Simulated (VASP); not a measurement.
Crystal: InP (zincblende type).

```
In P
1.0
     0.00000    2.97988    2.97988
     2.97988    0.00000    2.97988
     2.97988    2.97988    0.00000
In P
1 1
Direct
  0.00000 0.00000 0.00000
  0.25000 0.25000 0.25000
```

Program: VASP 6.6.1. Alike in all runs: cell as given; k mesh 12 × 12 × 12; cutoff (eV) 520; smearing fermi-dirac 0.08 eV.

Order these runs on this cell by their pressure, lowest first.
A. level LDA; potentials or basis VASP PAW LDA potentials, release 64 (In_d, P); spin off
B. level r2SCAN; potentials or basis VASP PAW PBE potentials, release 64 (In_d, P); spin off
C. level PBE; potentials or basis VASP PAW PBE potentials, release 64 (In_d, P); spin non-collinear, zero start, SOC

A (-4.1 GPa), B (-1.8 GPa), C (-0.1 GPa).

Caveats: the PAW data sets were made with another functional, which shifts forces and pressure a little (some runs).
